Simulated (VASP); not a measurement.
Write the native input for VASP 6.6.1 that does the following.

```
Task                   : single point
Functional             : revPBE
Potentials or basis    : VASP PAW PBE potentials, release 64 (Os)
Cutoff                 : 520 eV
k mesh                 : 7 × 7 × 7
Occupations            : fermi-dirac, width 0.1 eV
Spin                   : no spin polarisation
Dipole correction      : no
Further INCAR settings : ALGO = Normal; EDIFF = 1e-07; NBANDS = 42
```

The structure of Os lies in POSCAR:

```
Os
1.0
    4.9242130132      0.0000000000      0.0000000000
    0.0000000000      4.9242130132      0.0000000000
    0.0000000000      0.0000000000      4.9242130132
Os
8
Direct
    1.0000000000      1.0000000000      0.0000000000
    0.5000000000      0.5000000000      0.5000000000
    0.2500000000      0.0000000000      0.5000000000
    0.7500000000      1.0000000000      0.5000000000
    0.5000000000      0.2500000000      0.0000000000
    0.5000000000      0.7500000000      0.0000000000
    0.0000000000      0.5000000000      0.2500000000
    1.0000000000      0.5000000000      0.7500000000
```

The input as run:

INCAR

```
SYSTEM = Os
PREC = Accurate ; ENCUT = 520
EDIFF = 1E-7 ; ISMEAR = -1
SIGMA = 0.1 ; LREAL = .False.
LASPH = .True. ; NELM = 60
ALGO = Normal ; ISIF = 2
LWAVE = .False. ; LCHARG = .False.
GGA = RE ; NBANDS = 42
```

KPOINTS

```
regular mesh
0
Gamma
  7 7 7
  0 0 0
```

Potentials or basis: VASP PAW PBE potentials, release 64 (Os).

Run with:

```sh
$ cat potpaw_PBE.64/Os/POTCAR > POTCAR
$ mpirun -np 1 vasp_std > vasp.out
```

It gave:

```json
{
 "Pressure": "-0.6 GPa",
 "Band gap on the k mesh": "zero (band 32 reaches 9.08 eV, above the bottom of band 33 at 8.41 eV)"
}
```

Caveat: the PAW data sets were made with another functional, which shifts forces and pressure a little; spin-orbit coupling is left out, which moves the levels of the heavy elements.

Run time: 2.1 min on 1 thread of Intel(R) Xeon(R) Platinum 8259CL CPU @ 2.50GHz (Skylake/Cascade Lake), on a shared host, peak memory 0.27 GiB.
